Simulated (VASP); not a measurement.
# Al2Ru in VASP: single point with r2SCAN

Aim: the single point of Al2Ru with r2SCAN.

Everything below comes from runs of VASP 6.6.1. Logs are shortened: lines on timing, memory, paths and dates and some standing lists are left out, and cuts for length are marked.

### 1 The cell of the first run

The cell holds a slab with vacuum, 12 atoms: a = 4.415 Å, b = 4.765 Å, c = 23.622 Å, α = 90.00°, β = 90.00°, γ = 117.60°.

### 2 Single point, r2SCAN

Contents of POSCAR:

```
Al2Ru
1.0
    4.4149209019      0.0000000000      0.0000000000
   -2.2074604509      4.2224917083      0.0000000000
    0.0000000000      0.0000000000     23.6223813528
Al Ru
8 4
Direct
    0.8409059645      0.6818119291      0.3598282439
    0.1590940354      0.3181880709      0.3598282439
    0.3409059646      0.6818119291      0.4532760813
    0.6590940354      0.3181880709      0.4532760813
    0.8420205356      0.6840410711      0.5468899109
    0.1579794644      0.3159589289      0.5468899109
    0.3392542742      0.6785085483      0.6414147593
    0.6607457258      0.3214914517      0.6414147593
    0.5000000000      0.0000000000      0.3598282439
    0.0000000000      0.0000000000      0.4532760813
    0.5000000000      0.0000000000      0.5452521301
    0.0000000000      0.0000000000      0.6363586451
```

Contents of INCAR.step1:

```
SYSTEM = Al2Ru
PREC = Accurate
ENCUT = 520
ISMEAR = 0
SIGMA = 0.1
LREAL = .False.
LASPH = .True.
NELM = 100
LDIPOL = .True.
IDIPOL = 3
DIPOL = 0.5 0.5 0.500
NBANDS = 52
GGA = PE
ALGO = Normal
EDIFF = 1E-4
LWAVE = .True.
LCHARG = .False.
```

Contents of INCAR.step2:

```
SYSTEM = Al2Ru
PREC = Accurate
ENCUT = 520
EDIFF = 1E-7
ISMEAR = 0
SIGMA = 0.1
LREAL = .False.
LASPH = .True.
NELM = 100
ALGO = Normal
ISIF = 2
LWAVE = .False.
LCHARG = .False.
LDIPOL = .True.
IDIPOL = 3
DIPOL = 0.5 0.5 0.500
METAGGA = R2SCAN
LMIXTAU = .True.
NBANDS = 52
ISTART = 1
```

Contents of KPOINTS:

```
Automatic mesh
0
Gamma
  7 7 1
  0 0 0
```

Potentials or basis: VASP PAW PBE potentials, release 64 (Al, Ru_pv).

Command:

```console
$ cat potpaw_PBE.64/Al/POTCAR potpaw_PBE.64/Ru_pv/POTCAR > POTCAR
$ cp INCAR.step1 INCAR
$ mpirun -np 1 vasp_std > vasp.out
$ cp INCAR.step2 INCAR
$ mpirun -np 1 vasp_std > vasp.out
```

OUTCAR:

```text
SYSTEM = Al2Ru
   PREC = Accurate
   ENCUT = 520
   EDIFF = 1E-7
   ISMEAR = 0
   LREAL = .False.
   LASPH = .True.
   NELM = 100
   ISIF = 2
   METAGGA = R2SCAN
   ISTART = 1

 ion  position               nearest neighbor table
   1  0.841  0.682  0.360-   9 2.58   9 2.58  10 2.58   2 2.69   2 2.69   2 2.69   4 2.69   9 2.88
                             3 3.12   3 3.12
   2  0.159  0.318  0.360-   9 2.58   9 2.58  10 2.58   1 2.69   1 2.69   1 2.69   3 2.69   9 2.88
                             4 3.12   4 3.12
   3  0.341  0.682  0.453-  11 2.55  10 2.58  10 2.58   9 2.58   4 2.69   4 2.69   4 2.69   2 2.69
                             6 2.70  10 2.88   1 3.12   1 3.12   5 3.12   5 3.12
   4  0.659  0.318  0.453-  11 2.55  10 2.58  10 2.58   9 2.58   3 2.69   3 2.69   3 2.69   1 2.69
                             5 2.70  10 2.88   2 3.12   2 3.12   6 3.12   6 3.12
   5  0.842  0.684  0.547-  12 2.50  11 2.58  11 2.58  10 2.58   6 2.67   4 2.70   6 2.70   6 2.70
                             8 2.71  11 2.89   3 3.12   3 3.12   7 3.14   7 3.14
   6  0.158  0.316  0.547-  12 2.50  11 2.58  11 2.58  10 2.58   5 2.67   3 2.70   5 2.70   5 2.70
                             7 2.71  11 2.89   4 3.12   4 3.12   8 3.14   8 3.14
   7  0.339  0.679  0.641-  12 2.59  12 2.59  11 2.65   8 2.67   8 2.67   6 2.71   8 2.71  12 2.87
                             5 3.14   5 3.14
   8  0.661  0.321  0.641-  12 2.59  12 2.59  11 2.65   7 2.67   7 2.67   5 2.71   7 2.71  12 2.87
                             6 3.14   6 3.14
   9  0.500  0.000  0.360-   1 2.58   2 2.58   2 2.58   1 2.58   4 2.58   3 2.58   2 2.88   1 2.88
                            10 3.12  10 3.12
  10  0.000  0.000  0.453-   5 2.58   6 2.58   4 2.58   3 2.58   4 2.58   3 2.58   2 2.58   1 2.58
                             4 2.88   3 2.88  11 3.10  11 3.10   9 3.12   9 3.12
  11  0.500  0.000  0.545-   3 2.55   4 2.55   6 2.58   5 2.58   6 2.58   5 2.58   8 2.65   7 2.65
                             6 2.89   5 2.89  12 3.08  12 3.08  10 3.10  10 3.10
  12  0.000  0.000  0.636-   5 2.50   6 2.50   8 2.59   7 2.59   8 2.59   7 2.59   8 2.87   7 2.87
                            11 3.08  11 3.08

  LATTYP: Found a base centered orthorhombic cell.
 ALAT       =     4.4149209019
 B/A-ratio  =     1.9128277956
 C/A-ratio  =     5.3505786123

  Lattice vectors:

 A1 = (   2.2074604509,  -4.2224917083,   0.0000000000)
 A2 = (   2.2074604510,   4.2224917083,   0.0000000000)
 A3 = (   0.0000000000,   0.0000000000,  23.6223813528)

Analysis of symmetry for initial positions (statically):
=====================================================================
 Subroutine PRICEL returns:
 Original cell was already a primitive cell.

 Routine SETGRP: Setting up the symmetry group for a
 base centered orthorhombic supercell.

 Subroutine GETGRP returns: Found  4 space group operations
 (whereof  4 operations were pure point group operations)
 out of a pool of  8 trial point group operations.

The static configuration has the point symmetry C_2v.

Analysis of symmetry for dynamics (positions and initial velocities):
=====================================================================
 Subroutine PRICEL returns:
 Original cell was already a primitive cell.

 Routine SETGRP: Setting up the symmetry group for a
 base centered orthorhombic supercell.

 Subroutine GETGRP returns: Found  4 space group operations
 (whereof  4 operations were pure point group operations)
 out of a pool of  8 trial point group operations.

The dynamic configuration has the point symmetry C_2v.

 Subroutine INISYM returns: Found  4 space group operations
 (whereof  4 operations are pure point group operations),
 and found     1 'primitive' translations

----------------------------------------------------------------------------------------

                                     Primitive cell

  volume of cell :     440.3677

  direct lattice vectors                    reciprocal lattice vectors
     4.414920902  0.000000000  0.000000000     0.226504624  0.118413495  0.000000000
    -2.207460451  4.222491708  0.000000000     0.000000000  0.236826990  0.000000000
     0.000000000  0.000000000 23.622381353     0.000000000  0.000000000  0.042332735

  length of vectors
     4.414920902  4.764694940 23.622381353     0.255589711  0.236826990  0.042332735

  position of ions in fractional coordinates (direct lattice)
     0.840905965  0.681811929  0.359828244
     0.159094035  0.318188071  0.359828244
     0.340905965  0.681811929  0.453276081
     0.659094035  0.318188071  0.453276081
     0.842020536  0.684041071  0.546889911
     0.157979464  0.315958929  0.546889911
     0.339254274  0.678508548  0.641414759
     0.660745726  0.321491452  0.641414759
     0.500000000  0.000000000  0.359828244
     0.000000000  0.000000000  0.453276081
     0.500000000  0.000000000  0.545252130
     0.000000000  0.000000000  0.636358645

  ion indices of the primitive-cell ions
   primitive index   ion index
                 1           1
                 2           2
                 3           3
                 4           4
                 5           5
                 6           6
                 7           7
                 8           8
                 9           9
                10          10
                11          11
                12          12

----------------------------------------------------------------------------------------

 KPOINTS: Automatic mesh

Automatic generation of k-mesh.
 Grid dimensions read from file:
 generate k-points for:    7    7    1

 Generating k-lattice:

  Cartesian coordinates                     Fractional coordinates (reciprocal lattice)
     0.032357803  0.016916214  0.000000000     0.142857143  0.000000000  0.000000000
     0.000000000  0.033832427  0.000000000     0.000000000  0.142857143  0.000000000
     0.000000000  0.000000000  0.042332735     0.000000000  0.000000000  1.000000000

  Length of vectors
     0.036512816  0.033832427  0.042332735

  Shift w.r.t. Gamma in fractional coordinates (k-lattice)
     0.000000000  0.000000000  0.000000000

 Subroutine IBZKPT returns following result:
 ===========================================

 Found     16 irreducible k-points:

 Following reciprocal coordinates:
            Coordinates               Weight
  0.000000  0.000000  0.000000      1.000000
  0.142857 -0.000000  0.000000      4.000000
  0.285714 -0.000000  0.000000      4.000000
  0.428571 -0.000000  0.000000      4.000000
  0.000000  0.142857  0.000000      2.000000
  0.142857  0.142857  0.000000      4.000000
[... 8 lines left out ...]
  0.000000  0.428571  0.000000      2.000000
  0.142857  0.428571  0.000000      2.000000
   k-points           NKPTS =     16   k-points in BZ     NKDIM =     16   number of bands    NBANDS=     52
   number of dos      NEDOS =    301   number of ions     NIONS =     12
   total plane-waves  NPLWV = 233280
   dimension x,y,z NGX =    36 NGY =   36 NGZ =  180
   dimension x,y,z NGXF=    72 NGYF=   72 NGZF=  360
   ions per type =               8   4
   NGX,Y,Z   is equivalent  to a cutoff of  13.56, 12.56, 12.67 a.u.
   NGXF,Y,Z  is equivalent  to a cutoff of  27.11, 25.12, 25.34 a.u.
 SYSTEM =  Al2Ru
   PREC   = accura    normal or accurate (medium, high low for compatibility)
   ISTART =      1    job   : 0-new  1-cont  2-samecut
   ICHARG =      0    charge: 1-file 2-atom 10-const
   ISPIN  =      1    spin polarized calculation?
   LNONCOLLINEAR =      F non collinear calculations
   LSORBIT =      F    spin-orbit coupling
   LASPH  =      T    aspherical Exc in radial PAW
   ENCUT  =  520.0 eV  38.22 Ry    6.18 a.u.   8.21  8.86 43.92*2*pi/ulx,y,z
   NELM   =    100;   NELMIN=  2; NELMDL=  0     # of ELM steps
   EDIFF  = 0.1E-06   stopping-criterion for ELM
   LREAL  =      F    real-space projection
   EDIFFG = 0.1E-05   stopping-criterion for IOM
   NSW    =      0    number of steps for IOM
   IBRION =     -1    ionic relax: 0-MD 1-quasi-New 2-CG
   NFREE  =      0    steps in history (QN), initial steepest desc. (CG)
   ISIF   =      2    stress and relaxation
   ISYM   =      2    0-nonsym 1-usesym 2-fastsym
   POTIM  = 0.5000    time-step for ionic-motion
   TEBEG  =    0.0;   TEEND  =   0.0 temperature during run
   PSTRESS=    0.0 pullay stress
   NELECT =      80.0000    total number of electrons
   NUPDOWN=      -1.0000    fix difference up-down
   EMIN   =  10.00;   EMAX   =-10.00  energy-range for DOS
   EFERMI =   0.00;   METHOD = LEGACY
   ISMEAR =     0;   SIGMA  =   0.10  broadening in eV -4-tet -1-fermi 0-gaus
   EFERMI_NEDOS =   21; number of points for ismear=-14 and -15
   IALGO  =     38    algorithm
   IMIX   =      4    mixing-type and parameters
     AMIX     =   0.40;   BMIX     =  1.00
     AMIX_MAG =   1.60;   BMIX_MAG =  1.00
  volume/ion in A,a.u.               =      36.70       247.65
  Fermi-wavevector in a.u.,A,eV,Ry     =   0.927185  1.752125 11.696546  0.859672
  Thomas-Fermi vector in A             =   2.053228
   LORBIT       =      0    0 simple, 1 ext, 2 COOP (PROOUT), +10 PAW based schemes
   METAGGA = R2SCAN    functional components
   LHFCALC =     F    Hartree Fock is set to
   AEXX    =    0.0000 exact exchange contribution
   IVDW    =     0    specifies the selected vdW correction
   LEPSILON=     F    determine dielectric tensor
   LRPA    =     F    only Hartree local field effects (RPA)
 non-spin polarized calculation
 Gauss-broadening in eV      SIGMA  =   0.10
  energy-cutoff  :      520.00
  volume of cell :      440.37
 maximum number of plane-waves:     11904
 NGX is ok and might be reduce to    36
   NGX = 17   NGY = 17   NGZ = 87

 dipolmoment           0.000000      0.000000     -0.000039 electrons x Angstroem

 number of electron      80.0000007 magnetization

 dipolmoment           0.000000      0.000000      0.003851 electrons x Angstroem

 Free energy of the ion-electron system (eV)
  ---------------------------------------------------
  ext. energy  EPLUGINS =         0.00000000
  ---------------------------------------------------
  free energy    TOTEN  =      -160.14652506 eV

  energy without entropy =     -160.12214086  energy(sigma->0) =     -160.13433296

 E-fermi :   1.1233     XC(G=0):  -5.5638

 val. band max:        1.1078705336   @ k =   0.2857  -0.0000   0.0000
 cond. band min:       1.1471987692   @ k =   0.0000   0.4286   0.0000
 fundamental gap:      0.0393282355
 Fermi energy:         1.1233313162

 k-point     1 :       0.0000    0.0000    0.0000
  band No.  band energies     occupation
      1     -42.6695      2.00000
      2     -42.6688      2.00000
      3     -42.5764      2.00000
      4     -42.5675      2.00000
      5     -42.5253      2.00000
      6     -42.4519      2.00000
[... 44 lines left out ...]
     51       4.7220      0.00000
     52       4.9494      0.00000

 k-point     2 :       0.1429   -0.0000    0.0000
  band No.  band energies     occupation
      1     -42.6720      2.00000
      2     -42.6698      2.00000
      3     -42.5761      2.00000
      4     -42.5663      2.00000
      5     -42.5252      2.00000
      6     -42.4520      2.00000
[... 762 lines left out ...]
 k-point    16 :       0.1429    0.4286    0.0000
  band No.  band energies     occupation
      1     -42.6721      2.00000
      2     -42.6698      2.00000
      3     -42.5763      2.00000
      4     -42.5663      2.00000
      5     -42.5266      2.00000
      6     -42.4532      2.00000
[... 44 lines left out ...]
     51       6.0141      0.00000
     52       6.1658      0.00000

------------------------ aborting loop because EDIFF is reached ----------------------------------------

 vacuum level on the upper side and lower side of the slab       (xc-potential included)        -0.009        -0.048

  FORCE on cell =-STRESS in cart. coord.  units (eV):
  Direction    XX          YY          ZZ          XY          YZ          ZX
  --------------------------------------------------------------------------------------
  -------------------------------------------------------------------------------------
  Total       -3.5321887     -9.3213065     -0.7745897     -0.0000000      0.0000000      0.0000000
  in kB      -12.8510635    -33.9134492     -2.8181679     -0.0000000      0.0000000      0.0000000
  external PRESSURE =     -16.5275602 kB  Pullay stress =       0.0000000 kB

 VOLUME and BASIS-vectors are now :
 -----------------------------------------------------------------------------
  energy-cutoff  :      520.00
  volume of cell :      440.37
      direct lattice vectors                 reciprocal lattice vectors
     4.414920902  0.000000000  0.000000000     0.226504624  0.118413495  0.000000000
    -2.207460451  4.222491708  0.000000000     0.000000000  0.236826990  0.000000000
     0.000000000  0.000000000 23.622381353     0.000000000  0.000000000  0.042332735

 POSITION                                       TOTAL-FORCE (eV/Angst)
 -----------------------------------------------------------------------------------
      2.20746      2.87895      8.50000        -0.000000     -0.246253     -0.310107
     -0.00000      1.34355      8.50000         0.000000      0.246253     -0.310107
      0.00000      2.87895     10.70746         0.000000      0.235527     -0.206687
      2.20746      1.34355     10.70746        -0.000000     -0.235527     -0.206687
      2.20746      2.88836     12.91884        -0.000000     -0.008949     -0.005723
     -0.00000      1.33413     12.91884         0.000000      0.008949     -0.005723
      0.00000      2.86500     15.15174        -0.000000     -0.004589     -0.010433
      2.20746      1.35749     15.15174         0.000000      0.004589     -0.010433
      2.20746      0.00000      8.50000        -0.000000      0.000000      0.975269
      0.00000      0.00000     10.70746         0.000000      0.000000      0.053819
      2.20746      0.00000     12.88015        -0.000000      0.000000      0.005012
      0.00000      0.00000     15.03231        -0.000000      0.000000      0.031799
 -----------------------------------------------------------------------------------
    total drift:                               -0.000000      0.000000     -0.001871

  FREE ENERGIE OF THE ION-ELECTRON SYSTEM (eV)
  ---------------------------------------------------
  free  energy   TOTEN  =      -160.1465250588 eV

  energy  without entropy=     -160.1221408580  energy(sigma->0) =     -160.13433296

 vacuum level on the upper side and lower side of the slab         5.563         5.524
```

Wall time 54 min (1 thread of Intel Xeon Platinum 8259CL at 2.50GHz (Skylake/Cascade Lake), shared host); peak memory 0.75 GiB.

What came out:

```
Free energy            : -160.1465 eV
Largest force          : 0.975 eV/Å
Band gap on the k mesh : zero (bands 40 and 41 overlap by 1.26 eV)
```

Forces on the atoms (eV/Å):
```
Al   0.000 -0.246 -0.310
Al   0.000  0.246 -0.310
Al   0.000  0.236 -0.207
Al   0.000 -0.236 -0.207
Al   0.000 -0.009 -0.006
Al   0.000  0.009 -0.006
Al   0.000 -0.005 -0.010
Al   0.000  0.005 -0.010
Ru   0.000  0.000  0.975
Ru   0.000  0.000  0.054
Ru   0.000  0.000  0.005
Ru   0.000  0.000  0.032
```

Caveat: the PAW data sets were made with another functional, which shifts forces and pressure a little.
